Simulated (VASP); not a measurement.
Wanted: the native input for a VASP 6.6.1 run.

```
Task                   : single point
Functional             : PBE
Potentials or basis    : VASP PAW PBE potentials, release 64 (Al)
Cutoff                 : 520 eV
k mesh                 : 26 × 26 × 26
Occupations            : gaussian, width 0.1 eV
Spin                   : no spin polarisation
Dipole correction      : no
Further INCAR settings : ALGO = Fast; EDIFF = 1e-06; NBANDS = 10
```

The structure of Al lies in POSCAR:

```
Al
1.0
   -1.4130515973      1.4130515973      4.6756315408
    1.4130515973     -1.4130515973      4.6756315408
    1.4130515973      1.4130515973     -4.6756315408
Al
2
Direct
    0.1432316464      0.1432316464      0.0000000000
    0.8567683536      0.8567683536      0.0000000000
```

One way to write it, as run:

INCAR

```
SYSTEM = Al
PREC = Accurate
ENCUT = 520
EDIFF = 1E-6
ISMEAR = 0
SIGMA = 0.1
LREAL = .False.
LASPH = .True.
NELM = 100
ALGO = Fast
ISIF = 2
LWAVE = .False.
LCHARG = .False.
GGA = PE
NBANDS = 10
```

KPOINTS

```
regular mesh
0
Gamma
  26 26 26
  0 0 0
```

Potentials or basis: VASP PAW PBE potentials, release 64 (Al).

Command:

```bash
$ cat potpaw_PBE.64/Al/POTCAR > POTCAR
$ mpirun -np 1 vasp_std > vasp.out
```

Results of the run:

```yaml
Pressure: 0.0 GPa
Band_gap_on_the_k_mesh: zero (bands 3 and 4 overlap by 5.36 eV)
```

Wall time 8.6 min on 1 thread of AMD EPYC 9R45 96-Core Processor (Zen 5), with other jobs on the host, peak memory 0.52 GiB.
